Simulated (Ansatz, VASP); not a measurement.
Two plane-wave programs on NaF

POSCAR

```
NaF
1.0
    0.0253126137      2.5565739816      2.5565739816
    2.5565739816      0.0253126137      2.5565739816
    2.5565739816      2.5565739816      0.0253126137
Na F
1 1
Direct
    0.0011103484      0.0011103484      0.0011103484
    0.2488896516      0.2488896516      0.2488896516
```

INCAR.step1

```
  PREC = Accurate
  ENCUT = 520
  ISMEAR = 0
  SIGMA = 0.01
  LREAL = F
  LASPH = T
  NELM = 100
  NBANDS = 14
  GGA = PE
  ALGO = Normal
  EDIFF = 1E-4
  LWAVE = T
  LCHARG = F
```

INCAR.step2

```
  PREC = Accurate
  ENCUT = 520
  EDIFF = 1E-6
  ISMEAR = 0
  SIGMA = 0.01
  LREAL = F
  LASPH = T
  NELM = 100
  ALGO = Normal
  ISIF = 2
  LWAVE = F
  LCHARG = T
  METAGGA = R2SCAN
  LMIXTAU = T
  LELF = T
  LVHAR = T
  NBANDS = 14
  ISTART = 1
```

Contents of KPOINTS:

```
Automatic mesh
0
Gamma
  8 8 8
```

Input for Ansatz:

```yaml
crystal:
  lattice:
    - [0.0253126137, 2.5565739816, 2.5565739816]
    - [2.5565739816, 0.0253126137, 2.5565739816]
    - [2.5565739816, 2.5565739816, 0.0253126137]
  atoms:
    - { symbol: Na, position: [0.0011103484, 0.0011103484, 0.0011103484] }
    - { symbol: F, position: [0.2488896516, 0.2488896516, 0.2488896516] }
kpoints:
  mp_grid: { grid: [8, 8, 8] }
  band_path:
    path:
      - [0.0, 0.0, 0.0]
      - [-0.5, -0.5, 0.0]
      - [-0.375, -0.375, 0.25]
      - [-0.375, 0.0, 0.375]
      - [0.0, 0.0, 0.5]
      - [-0.5, -0.25, 0.25]
    npoints: 1
hamiltonian:
  xc: r2scan
scf:
  occupations: { method: fixed }
  n_extra_bands: 4
output:
  forces: true
  stress: true
  eigenvalues: true
```

Change from the starting cell: shear_111 strain +1.5%.

Alike in both runs: task single point; functional r2SCAN; k mesh 8 × 8 × 8; no spin polarisation.

```csv
,VASP,Ansatz
version,VASP 6.6.1,Ansatz 0.2.0
potentials or method,"VASP PAW PBE potentials, release 64 (Na_pv, F)","plane waves, PAW"
plane-wave cutoff (eV),520,500
occupations,"gaussian, width 0.01 eV",fixed
valence electrons in the cell,14,16
```

|  | VASP | Ansatz | Ansatz less VASP |
| --- | --- | --- | --- |
| gap on the k mesh at the Fermi level (eV) | 6.21 | 6.20 | -0.017 |
| pressure (GPa) | -0.9 | -0.5 | +0.38 |
| traceless stress, the component that is largest in VASP (GPa) | -0.14 | -0.14 | -0.007 |
| rms of the force components (eV/Å) | 0.004 | 0.001 | -0.0025 |

VASP's potentials were made for PBE, not for r2SCAN. Atom by atom the forces differ by 0.003 eV/Å (rms over components). VASP's potentials hold 14 valence electrons a cell and Ansatz's 16, so a difference there can come from the potentials and not from the codes.
